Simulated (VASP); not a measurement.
# Al (Im-3m) in VASP: a series of runs, part 3 of 3

VASP 6.6.1.

## 5. Single point, RPBE (volume scaled by 0.96)

Input file INCAR:

```
PREC = Accurate ; ENCUT = 520
EDIFF = 1E-6 ; ISMEAR = -1
SIGMA = 0.1 ; LREAL = F
LASPH = T ; NELM = 100
ALGO = Normal ; ISIF = 2
LWAVE = F ; LCHARG = T
GGA = RP ; LELF = T
LVHAR = T ; NBANDS = 8
```

Input file KPOINTS:

```
Automatic mesh
0
Gamma
  15 15 15
```

Input file POSCAR:

```
Al
1.0
   -1.6064309780      1.6064309780      1.6064309780
    1.6064309780     -1.6064309780      1.6064309780
    1.6064309780      1.6064309780     -1.6064309780
Al
1
Direct
    0.0000000000      0.0000000000      0.0000000000
```

Potentials or basis: VASP PAW PBE potentials, release 64 (Al).

On the command line:

```sh
cat potpaw_PBE.64/Al/POTCAR > POTCAR
mpirun -np 1 vasp_std > vasp.out
```

OUTCAR:

```text
PREC = Accurate
   ENCUT = 520
   EDIFF = 1E-6
   ISMEAR = -1
   LREAL = F
   LASPH = T
   NELM = 100
   ISIF = 2
   GGA = RP

 ion  position               nearest neighbor table
   1  0.000  0.000  0.000-

  LATTYP: Found a body centered cubic cell.
 ALAT       =     3.2128619560

  Lattice vectors:

 A1 = (  -1.6064309780,   1.6064309780,   1.6064309780)
 A2 = (   1.6064309780,  -1.6064309780,   1.6064309780)
 A3 = (   1.6064309780,   1.6064309780,  -1.6064309780)

Analysis of symmetry for initial positions (statically):
=====================================================================
 Subroutine PRICEL returns:
 Original cell was already a primitive cell.

 Routine SETGRP: Setting up the symmetry group for a
 body centered cubic supercell.

 Subroutine GETGRP returns: Found 48 space group operations
 (whereof 48 operations were pure point group operations)
 out of a pool of 48 trial point group operations.

The static configuration has the point symmetry O_h .

Analysis of symmetry for dynamics (positions and initial velocities):
=====================================================================
 Subroutine PRICEL returns:
[... 153 lines left out ...]
  energy without entropy =       -3.40136769  energy(sigma->0) =       -3.40838160

 E-fermi :   8.0455     XC(G=0): -10.1278

 val. band max:        8.0268098104   @ k =  -0.4000   0.4000   0.2000
 cond. band min:       8.0664325034   @ k =   0.2667   0.2667   0.0667
 fundamental gap:      0.0396226930
 Fermi energy:         8.0455211530

 k-point     1 :       0.0000    0.0000    0.0000
  band No.  band energies     occupation
      1      -3.0562      2.00000
      2      21.2685      0.00000
      3      21.2685      0.00000
      4      21.2685      0.00000
      5      22.8104      0.00000
      6      22.8104      0.00000
      7      22.8104      0.00000
      8      24.3011      0.00000
[... 243 lines left out ...]
 k-point    24 :       0.4000    0.2000    0.0000
  band No.  band energies     occupation
      1       4.5217      2.00000
      2       5.0423      2.00000
      3      10.2186      0.00000
      4      15.4859      0.00000
      5      21.0149      0.00000
      6      24.7121      0.00000
      7      25.7899      0.00000
      8      27.9740      0.00000

 [... further k-points ...]
[... 5 lines left out ...]
  --------------------------------------------------------------------------------------
  -------------------------------------------------------------------------------------
  Total        0.2756655      0.2756655      0.2756655      0.0000000      0.0000000      0.0000000
  in kB       26.6346353     26.6346353     26.6346353      0.0000000      0.0000000      0.0000000
  external PRESSURE =      26.6346353 kB  Pullay stress =       0.0000000 kB

 VOLUME and BASIS-vectors are now :
 -----------------------------------------------------------------------------
  energy-cutoff  :      520.00
  volume of cell :       16.58
      direct lattice vectors                 reciprocal lattice vectors
    -1.606430978  1.606430978  1.606430978     0.000000000  0.311248978  0.311248978
     1.606430978 -1.606430978  1.606430978     0.311248978  0.000000000  0.311248978
     1.606430978  1.606430978 -1.606430978     0.311248978  0.311248978  0.000000000

 POSITION                                       TOTAL-FORCE (eV/Angst)
 -----------------------------------------------------------------------------------
      0.00000      0.00000      0.00000        -0.000000      0.000000     -0.000000
 -----------------------------------------------------------------------------------
    total drift:                                0.000000     -0.000000     -0.000000

  FREE ENERGIE OF THE ION-ELECTRON SYSTEM (eV)
  ---------------------------------------------------
  free  energy   TOTEN  =        -3.4153955017 eV

  energy  without entropy=       -3.4013676901  energy(sigma->0) =       -3.40838160
```

stdout:

```text
POSCAR found type information on POSCAR Al
 POSCAR found :  1 types and       1 ions
 scaLAPACK will be used
 -----------------------------------------------------------------------------
|                                                                             |
|                                                                             |
|     You enforced a specific xc type in the INCAR file but a different       |
|     I HOPE YOU KNOW WHAT YOU ARE DOING!                                     |
|                                                                             |
 -----------------------------------------------------------------------------

 LDA part: xc-table for (Slater+PW92), standard interpolation
 POSCAR, INCAR and KPOINTS ok, starting setup
 FFT: planning ... GRIDC
 FFT: planning ... GRID_SOFT
 FFT: planning ... GRID
 WAVECAR not read
 entering main loop
```

Wall time 4.8 s (1 thread of Intel Xeon 6975P-C (Granite Rapids), shared host); peak memory 0.13 GiB.

Results:

- Free energy: -3.4154 eV
- Pressure: 2.7 GPa

Levels at points of the mesh, in eV from the Fermi level:
| k point | band 1 | band 2 | band 3 | band 4 | band 5 |
| --- | --- | --- | --- | --- | --- |
| (0.00, 0.00, 0.00) | -11.10 | 13.22 | 13.22 | 13.22 | 14.76 |

Caveat: the PAW data sets were made with another functional, which shifts forces and pressure a little.

## 6. Single point, RPBE

Input file INCAR:

```
  ALGO = Normal
  EDIFF = 1E-6
  ENCUT = 520
  GGA = RP
  ISIF = 2
  ISMEAR = -1
  LASPH = True
  LCHARG = True
  LELF = True
  LREAL = False
  LVHAR = True
  LWAVE = False
  NBANDS = 8
  NELM = 80
  PREC = Accurate
  SIGMA = 0.1
```

Input file KPOINTS:

```
k-points
0
Gamma
  15 15 15
```

Input file POSCAR:

```
Al
1.0
   -1.6284396167      1.6284396167      1.6284396167
    1.6284396167     -1.6284396167      1.6284396167
    1.6284396167      1.6284396167     -1.6284396167
Al
1
Direct
    0.0000000000      0.0000000000      0.0000000000
```

Potentials or basis: VASP PAW PBE potentials, release 64 (Al).

On the command line:

```sh
cat potpaw_PBE.64/Al/POTCAR > POTCAR
mpirun -np 1 vasp_std > vasp.out
```

Wall time 4.9 s (1 thread of Intel Xeon 6975P-C (Granite Rapids), shared host); peak memory 0.13 GiB.

It converged, with:

* Free energy: -3.4203 eV
* Pressure: -0.3 GPa

Levels at points of the mesh, in eV from the Fermi level:
| k point | band 1 | band 2 | band 3 | band 4 |
| --- | --- | --- | --- | --- |
| (0.00, 0.00, 0.00) | -10.81 | 12.98 | 12.98 | 12.98 |

Caveat: the PAW data sets were made with another functional, which shifts forces and pressure a little.

## 7. Summary

```csv
cell,k mesh,gap on the mesh (eV),pressure (GPa)
"a = 2.821 Å, angles 109.5°, 1 atom",14 × 14 × 14,none,-0.1
"a = 2.703 Å, angles 109.5°, 1 atom",15 × 15 × 15,none,10.9
"a = 2.743 Å, angles 109.5°, 1 atom",15 × 15 × 15,none,6.3
"a = 2.782 Å, angles 109.5°, 1 atom",15 × 15 × 15,none,2.7
"a = 2.821 Å, angles 109.5°, 1 atom",15 × 15 × 15,none,-0.3
```

Alike in all rows: task single point; level RPBE; potentials or basis VASP PAW PBE potentials, release 64 (Al); no spin polarisation; cutoff (eV) 520; smearing fermi-dirac 0.1 eV.

Caveats: the PAW data sets were made with another functional, which shifts forces and pressure a little.

Total energies depend on the potentials used, so only differences within one code and one set of settings carry meaning.
